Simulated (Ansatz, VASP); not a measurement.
BaTiO3 in VASP and in Ansatz

Contents of INCAR:

```
PREC = Accurate
ENCUT = 520
EDIFF = 1E-8
ISMEAR = -1
SIGMA = 0.05
LREAL = F
LASPH = T
NELM = 60
ALGO = Normal
ISIF = 2
LWAVE = F
LCHARG = F
GGA = PE
LEFG = T
NBANDS = 28
```

File KPOINTS:

```
regular mesh
0
Gamma
  9 9 9
```

File POSCAR:

```
BaTiO3
1.0
    2.8086899470      1.6215978970      2.3021758936
   -2.8086899470      1.6215978970      2.3021758936
    0.0000000000     -3.2431957940      2.3021758936
Ba Ti O
1 1 3
Direct
    0.0000000000      0.0000000000      0.0000000000
    0.5140000000      0.5140000000      0.5140000000
    0.4916000000      0.4916000000      0.9815000000
    0.4916000000      0.9815000000      0.4916000000
    0.9815000000      0.4916000000      0.4916000000
```

Input for Ansatz:

```yaml
crystal:
  lattice:
    - [2.808689947, 1.621597897, 2.3021758936]
    - [-2.808689947, 1.621597897, 2.3021758936]
    - [0.0, -3.243195794, 2.3021758936]
  atoms:
    - { symbol: Ba, position: [0.0, 0.0, 0.0] }
    - { symbol: Ti, position: [0.514, 0.514, 0.514] }
    - { symbol: O, position: [0.4916, 0.4916, 0.9815] }
    - { symbol: O, position: [0.4916, 0.9815, 0.4916] }
    - { symbol: O, position: [0.9815, 0.4916, 0.4916] }
kpoints:
  mp_grid: { grid: [9, 9, 9] }
scf:
  occupations: { method: fermi_dirac, width: 0.05 }
hamiltonian:
  xc: pbe
  pseudopotentials: { kind: all_electron, datasets: crystal }
output:
  forces: true
  stress: true
  eigenvalues: true
  efg: { contact_densities: true }
```

Change from the starting cell: volume scaled by 0.98, crystal datasets.

Alike in both runs: task electric field gradients; functional PBE; k mesh 9 × 9 × 9; occupations fermi-dirac, width 0.05 eV; no spin polarisation.

|  | VASP | Ansatz |
| --- | --- | --- |
| version | VASP 6.6.1 | Ansatz 0.2.0 |
| potentials or method | VASP PAW PBE potentials, release 64 (Ba_sv, Ti_sv, O), cutoff 520 eV | all-electron PAW with datasets made for the crystal, scalar-relativistic |

|  | VASP | Ansatz | Ansatz less VASP |
| --- | --- | --- | --- |
| gap on the k mesh at the Fermi level (eV) | 2.44 | 2.49 | +0.052 |
| pressure (GPa) | 10.7 | 8.8 | -1.96 |
| traceless stress, the component that is largest in VASP (GPa) | -0.38 | -0.33 | +0.050 |
| rms of the force components (eV/Å) | 0.187 | 0.162 | -0.0246 |
| size of Vzz on the site where it differs most (V/Å²) | 10.4 | 10.7 | +0.25 |

Atom by atom the forces differ by 0.030 eV/Å (rms over components). Ansatz ran all-electron here, and VASP with PAW potentials.

Spin-orbit coupling is off throughout.
